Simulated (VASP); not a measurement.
A run of VASP 6.6.1 is set up as follows.

Contents of POSCAR:

```
Y
1.0
    0.0000000000      2.5461215815      2.5461215815
    2.5461215815      0.0000000000      2.5461215815
    2.5461215815      2.5461215815      0.0000000000
Y
1
Direct
    0.0000000000      0.0000000000      0.0000000000
```

The input INCAR.step1:

```
SYSTEM = Y
  PREC = Accurate
  ENCUT = 600
  ISMEAR = -1
  SIGMA = 0.1
  LREAL = .FALSE.
  LASPH = .TRUE.
  NELM = 60
  GGA = PE
  ALGO = Normal
  EDIFF = 1E-4
  LWAVE = .TRUE.
  LCHARG = .FALSE.
```

INCAR.step2

```
SYSTEM = Y
  PREC = Accurate
  ENCUT = 600
  EDIFF = 1E-7
  ISMEAR = -1
  SIGMA = 0.1
  LREAL = .FALSE.
  LASPH = .TRUE.
  NELM = 60
  ALGO = Normal
  ISIF = 3
  LWAVE = .FALSE.
  LCHARG = .FALSE.
  METAGGA = R2SCAN
  LMIXTAU = .TRUE.
  IBRION = 2
  NSW = 80
  EDIFFG = -0.01
  ISTART = 1
```

Contents of KPOINTS:

```
regular mesh
0
G
  11 11 11
  0 0 0
```

Potentials or basis: VASP PAW PBE potentials, release 64 (Y_sv).

The run is started by

```bash
$ cat potpaw_PBE.64/Y_sv/POTCAR > POTCAR
$ cp INCAR.step1 INCAR
$ mpirun -np 1 vasp_std > vasp.out
$ cp INCAR.step2 INCAR
$ mpirun -np 1 vasp_std > vasp.out
```

Q: Estimate the relaxed cell.

A: a = 3.616 Å, b = 3.616 Å, c = 3.616 Å, α = 60.00°, β = 60.00°, γ = 60.00°.

Q: Predict the space group after relaxing (to 0.05 Å).

A: Fm-3m (No. 225).

Q: Estimate the relaxed volume.

A: 33.43 Å³/atom.

Final structure:
```cif
data_structure
_symmetry_space_group_name_H-M 'P 1'
_symmetry_Int_Tables_number 1
_cell_length_a 3.6159
_cell_length_b 3.6159
_cell_length_c 3.6159
_cell_angle_alpha 60.000
_cell_angle_beta 60.000
_cell_angle_gamma 60.000
_cell_volume 33.43
loop_
_atom_site_label
_atom_site_type_symbol
_atom_site_fract_x
_atom_site_fract_y
_atom_site_fract_z
_atom_site_occupancy
Y1 Y 0.00000 0.00000 0.00000 1
```

Caveat: the PAW data sets were made with another functional, which shifts forces and pressure a little.
